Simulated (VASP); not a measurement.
# ZnO (P6_3mc) in VASP: a series of runs, part 2 of 2

VASP 6.6.1. The steps go on from the part before.

## 4. Single point, PBEsol (biaxial strain in the a-b plane: -6.0 %)

INCAR reads:

```
ALGO = Normal
EDIFF = 1E-6
ENCUT = 520
GGA = PS
ISIF = 2
ISMEAR = 0
LASPH = T
LCHARG = F
LREAL = F
LWAVE = F
NBANDS = 26
NELM = 100
PREC = Accurate
SIGMA = 0.02
```

KPOINTS reads:

```
k-points
0
Gamma
  9 9 6
```

POSCAR reads:

```
ZnO
1.0
    3.0366857470      0.0000000000      0.0000000000
   -1.5183428735      2.6298470002      0.0000000000
    0.0000000000      0.0000000000      5.4016379976
Zn O
2 2
Direct
    0.6666666667      0.3333333333      0.5107779532
    0.3333333333      0.6666666667      0.0107779532
    0.6666666667      0.3333333333      0.8695320468
    0.3333333333      0.6666666667      0.3695320468
```

Potentials or basis: VASP PAW PBE potentials, release 64 (Zn, O).

The run is started by

```
> cat potpaw_PBE.64/Zn/POTCAR potpaw_PBE.64/O/POTCAR > POTCAR
> mpirun -np 1 vasp_std > vasp.out
```

OUTCAR:

```text
EDIFF = 1E-6
   ENCUT = 520
   GGA = PS
   ISIF = 2
   ISMEAR = 0
   LASPH = T
   LREAL = F
   NELM = 100
   PREC = Accurate

 ion  position               nearest neighbor table
   1  0.667  0.333  0.511-   4 1.91   4 1.91   4 1.91   3 1.94
   2  0.333  0.667  0.011-   3 1.91   3 1.91   3 1.91   4 1.94
   3  0.667  0.333  0.870-   2 1.91   2 1.91   2 1.91   1 1.94
   4  0.333  0.667  0.370-   1 1.91   1 1.91   1 1.91   2 1.94

  LATTYP: Found a hexagonal cell.
 ALAT       =     3.0366857470
 C/A-ratio  =     1.7787938719

  Lattice vectors:

 A1 = (   3.0366857470,   0.0000000000,   0.0000000000)
 A2 = (  -1.5183428735,   2.6298470002,   0.0000000000)
 A3 = (   0.0000000000,   0.0000000000,   5.4016379976)

Analysis of symmetry for initial positions (statically):
=====================================================================
 Subroutine PRICEL returns:
 Original cell was already a primitive cell.

 Routine SETGRP: Setting up the symmetry group for a
 hexagonal supercell.

 Subroutine GETGRP returns: Found 12 space group operations
 (whereof  6 operations were pure point group operations)
 out of a pool of 24 trial point group operations.

The static configuration has the point symmetry C_3v.
 The point group associated with its full space group is C_6v.

Analysis of symmetry for dynamics (positions and initial velocities):
=====================================================================
 Subroutine PRICEL returns:
 Original cell was already a primitive cell.

 Routine SETGRP: Setting up the symmetry group for a
 hexagonal supercell.

 Subroutine GETGRP returns: Found 12 space group operations
 (whereof  6 operations were pure point group operations)
 out of a pool of 24 trial point group operations.

The dynamic configuration has the point symmetry C_3v.
 The point group associated with its full space group is C_6v.

 Subroutine INISYM returns: Found 12 space group operations
 (whereof  6 operations are pure point group operations),
 and found     1 'primitive' translations

----------------------------------------------------------------------------------------

                                     Primitive cell

  volume of cell :      43.1376

  direct lattice vectors                    reciprocal lattice vectors
     3.036685747  0.000000000  0.000000000     0.329306383  0.190125129  0.000000000
    -1.518342873  2.629847000  0.000000000     0.000000000  0.380250258  0.000000000
     0.000000000  0.000000000  5.401637998     0.000000000  0.000000000  0.185129029

  length of vectors
     3.036685747  3.036685747  5.401637998     0.380250258  0.380250258  0.185129029

  position of ions in fractional coordinates (direct lattice)
     0.666666667  0.333333333  0.510777953
     0.333333333  0.666666667  0.010777953
     0.666666667  0.333333333  0.869532047
     0.333333333  0.666666667  0.369532047

  ion indices of the primitive-cell ions
   primitive index   ion index
                 1           1
                 2           2
                 3           3
                 4           4

----------------------------------------------------------------------------------------

 KPOINTS: k-points

Automatic generation of k-mesh.
 Grid dimensions read from file:
 generate k-points for:    9    9    6

 Generating k-lattice:

  Cartesian coordinates                     Fractional coordinates (reciprocal lattice)
     0.036589598  0.021125014  0.000000000     0.111111111  0.000000000  0.000000000
     0.000000000  0.042250029  0.000000000     0.000000000  0.111111111  0.000000000
     0.000000000  0.000000000  0.030854838     0.000000000  0.000000000  0.166666667

  Length of vectors
     0.042250029  0.042250029  0.030854838

  Shift w.r.t. Gamma in fractional coordinates (k-lattice)
     0.000000000  0.000000000  0.000000000

 Subroutine IBZKPT returns following result:
 ===========================================

 Found     48 irreducible k-points:

 Following reciprocal coordinates:
            Coordinates               Weight
  0.000000  0.000000  0.000000      1.000000
  0.111111 -0.000000  0.000000      6.000000
  0.222222 -0.000000  0.000000      6.000000
  0.333333 -0.000000  0.000000      6.000000
  0.444444 -0.000000  0.000000      6.000000
  0.111111  0.111111  0.000000      6.000000
[... 16 lines left out ...]
  0.333333  0.222222  0.166667     24.000000
  0.333333  0.333333  0.166667      4.000000
 [... further k-points ...]
   k-points           NKPTS =     48   k-points in BZ     NKDIM =     48   number of bands    NBANDS=     26
   number of dos      NEDOS =    301   number of ions     NIONS =      4
   total plane-waves  NPLWV =  23040
   dimension x,y,z NGX =    24 NGY =   24 NGZ =   40
   dimension x,y,z NGXF=    48 NGYF=   48 NGZF=   80
   ions per type =               2   2
   NGX,Y,Z   is equivalent  to a cutoff of  13.14, 13.14, 12.31 a.u.
   NGXF,Y,Z  is equivalent  to a cutoff of  26.28, 26.28, 24.62 a.u.
 SYSTEM =  unknown system
   PREC   = accura    normal or accurate (medium, high low for compatibility)
   ISTART =      0    job   : 0-new  1-cont  2-samecut
   ICHARG =      2    charge: 1-file 2-atom 10-const
   ISPIN  =      1    spin polarized calculation?
   LNONCOLLINEAR =      F non collinear calculations
   LSORBIT =      F    spin-orbit coupling
   LASPH  =      T    aspherical Exc in radial PAW
   ENCUT  =  520.0 eV  38.22 Ry    6.18 a.u.   5.65  5.65 10.04*2*pi/ulx,y,z
   NELM   =    100;   NELMIN=  2; NELMDL= -5     # of ELM steps
   EDIFF  = 0.1E-05   stopping-criterion for ELM
   LREAL  =      F    real-space projection
   EDIFFG = 0.1E-04   stopping-criterion for IOM
   NSW    =      0    number of steps for IOM
   IBRION =     -1    ionic relax: 0-MD 1-quasi-New 2-CG
   NFREE  =      0    steps in history (QN), initial steepest desc. (CG)
   ISIF   =      2    stress and relaxation
   ISYM   =      2    0-nonsym 1-usesym 2-fastsym
   POTIM  = 0.5000    time-step for ionic-motion
   TEBEG  =    0.0;   TEEND  =   0.0 temperature during run
   PSTRESS=    0.0 pullay stress
   NELECT =      36.0000    total number of electrons
   NUPDOWN=      -1.0000    fix difference up-down
   EMIN   =  10.00;   EMAX   =-10.00  energy-range for DOS
   EFERMI =   0.00;   METHOD = LEGACY
   ISMEAR =     0;   SIGMA  =   0.02  broadening in eV -4-tet -1-fermi 0-gaus
   EFERMI_NEDOS =   21; number of points for ismear=-14 and -15
   IALGO  =     38    algorithm
   IMIX   =      4    mixing-type and parameters
     AMIX     =   0.40;   BMIX     =  1.00
     AMIX_MAG =   1.60;   BMIX_MAG =  1.00
  volume/ion in A,a.u.               =      10.78        72.78
  Fermi-wavevector in a.u.,A,eV,Ry     =   1.541311  2.912656 32.322556  2.375641
  Thomas-Fermi vector in A             =   2.647275
   LORBIT       =      0    0 simple, 1 ext, 2 COOP (PROOUT), +10 PAW based schemes
   GGA     = PS    functional components
   LHFCALC =     F    Hartree Fock is set to
   AEXX    =    0.0000 exact exchange contribution
   IVDW    =     0    specifies the selected vdW correction
   LEPSILON=     F    determine dielectric tensor
   LRPA    =     F    only Hartree local field effects (RPA)
 non-spin polarized calculation
 Gauss-broadening in eV      SIGMA  =   0.02
  energy-cutoff  :      520.00
  volume of cell :       43.14
 maximum number of plane-waves:      1184
 NGX is ok and might be reduce to    24
   NGX = 11   NGY = 11   NGZ = 21

 number of electron      36.0000048 magnetization

 Free energy of the ion-electron system (eV)
  ---------------------------------------------------
  ext. energy  EPLUGINS =         0.00000000
  ---------------------------------------------------
  free energy    TOTEN  =       -19.11247175 eV

  energy without entropy =      -19.11247175  energy(sigma->0) =      -19.11247175

 E-fermi :   2.2271     XC(G=0): -11.7428

 val. band max:        2.0380814801   @ k =   0.0000   0.0000   0.0000
 cond. band min:       2.6621923585   @ k =   0.0000   0.0000   0.0000
 fundamental gap:      0.6241108784
 Fermi energy:         2.2270762511

 k-point     1 :       0.0000    0.0000    0.0000
  band No.  band energies     occupation
      1     -16.8720      2.00000
      2     -16.1116      2.00000
      3      -4.9161      2.00000
      4      -4.4819      2.00000
      5      -4.1679      2.00000
      6      -4.1679      2.00000
[... 18 lines left out ...]
     25      17.5962      0.00000
     26      17.5962      0.00000
[... 644 lines left out ...]
      4      -4.0187      2.00000
      5      -4.0187      2.00000
      6      -3.8933      2.00000
[... 18 lines left out ...]
     25      15.8128      0.00000
     26      17.2175      0.00000

 [... further k-points ...]
[... 5 lines left out ...]
  --------------------------------------------------------------------------------------
  -------------------------------------------------------------------------------------
  Total        5.5258085      5.5258085      1.5838151      0.0000000      0.0000000      0.0000000
  in kB      205.2346116    205.2346116     58.8246361      0.0000000      0.0000000      0.0000000
  external PRESSURE =     156.4312864 kB  Pullay stress =       0.0000000 kB

 VOLUME and BASIS-vectors are now :
 -----------------------------------------------------------------------------
  energy-cutoff  :      520.00
  volume of cell :       43.14
      direct lattice vectors                 reciprocal lattice vectors
     3.036685747  0.000000000  0.000000000     0.329306383  0.190125129  0.000000000
    -1.518342873  2.629847000  0.000000000     0.000000000  0.380250258  0.000000000
     0.000000000  0.000000000  5.401637998     0.000000000  0.000000000  0.185129029

 POSITION                                       TOTAL-FORCE (eV/Angst)
 -----------------------------------------------------------------------------------
      1.51834      0.87662      2.75904         0.000000      0.000000      0.354650
     -0.00000      1.75323      0.05822         0.000000     -0.000000      0.354650
      1.51834      0.87662      4.69690         0.000000      0.000000     -0.354650
     -0.00000      1.75323      1.99608        -0.000000     -0.000000     -0.354650
 -----------------------------------------------------------------------------------
    total drift:                                0.000000      0.000001      0.003628

  FREE ENERGIE OF THE ION-ELECTRON SYSTEM (eV)
  ---------------------------------------------------
  free  energy   TOTEN  =       -19.1124717509 eV

  energy  without entropy=      -19.1124717509  energy(sigma->0) =      -19.11247175
```

stdout:

```text
POSCAR found type information on POSCAR ZnO
 POSCAR found :  2 types and       4 ions
 scaLAPACK will be used
 -----------------------------------------------------------------------------
|                                                                             |
|                                                                             |
|     You enforced a specific xc type in the INCAR file but a different       |
|     I HOPE YOU KNOW WHAT YOU ARE DOING!                                     |
|                                                                             |
 -----------------------------------------------------------------------------

 LDA part: xc-table for (Slater+PW92), standard interpolation
 POSCAR, INCAR and KPOINTS ok, starting setup
 FFT: planning ... GRIDC
 FFT: planning ... GRID_SOFT
 FFT: planning ... GRID
 WAVECAR not read
 entering main loop
```

Wall time 31 s (1 thread of Intel Xeon Platinum 8488C (Sapphire Rapids), shared host); peak memory 0.18 GiB.

What came out:

| Quantity | Value |
| --- | --- |
| Free energy | -19.1125 eV |
| Pressure | 15.6 GPa |
| Largest force | 0.355 eV/Å |
| Band gap on the k mesh | 0.62 eV, direct |

Forces in eV/Å, atoms in the order of the input:
```
Zn   0.000  0.000  0.355
Zn   0.000  0.000  0.355
O    0.000  0.000 -0.355
O    0.000  0.000 -0.355
```

Caveat: the cell differs from its parent crystal (biaxial strain in the a-b plane: -6.0 %); the PAW data sets were made with another functional, which shifts forces and pressure a little.

## 5. The runs side by side

```tsv
cell	gap on the mesh (eV)	pressure (GPa)	largest force (eV/Å)
a = 3.360, b = 3.360, c = 5.089 Å, angles 90.0, 90.0, 120.0°, 4 atoms	0.67	-6.3	0.15
a = 3.424, b = 3.424, c = 5.026 Å, angles 90.0, 90.0, 120.0°, 4 atoms	0.64	-9.6	0.01
a = 3.037, b = 3.037, c = 5.402 Å, angles 90.0, 90.0, 120.0°, 4 atoms	0.62	15.6	0.35
```

Alike in all rows: task single point; level PBEsol; potentials or basis VASP PAW PBE potentials, release 64 (Zn, O); no spin polarisation; k mesh 9 × 9 × 6; cutoff (eV) 520; smearing gaussian 0.02 eV.

Caveats: the PAW data sets were made with another functional, which shifts forces and pressure a little.

Absolute energies hang on the potentials; compare differences alone.
